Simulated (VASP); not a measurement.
The system is TiO.

```
Ti O
1.0
     3.03100    0.00000    0.00000
    -1.51550    2.62492    0.00000
     0.00000    0.00000    3.23770
Ti O
1 1
Direct
  0.66667 0.33333 0.00000
  0.00000 0.00000 0.50000
```

Base run:

| Property | Result |
| --- | --- |
| Program | VASP 6.6.1 |
| Functional | PBEsol |
| Potentials or basis | VASP PAW PBE potentials, release 64 (Ti_sv, O) |
| Cutoff | 520 eV |
| k mesh | 18 × 18 × 14 |
| Occupations | methfessel-paxton, width 0.5 eV |
| Spin | no spin polarisation |

Its results: pressure -40.7 GPa.

Question: The run is repeated on the same cell with these changes: occupations from methfessel-paxton, width 0.5 eV to fermi-dirac, width 0.1 eV. What comes out?

Answer: Pressure -40.2 GPa.

Caveats: the cell stands under tension; the PAW data sets were made with another functional, which shifts forces and pressure a little; so wide a smearing shifts energies and pressures (at least some runs).
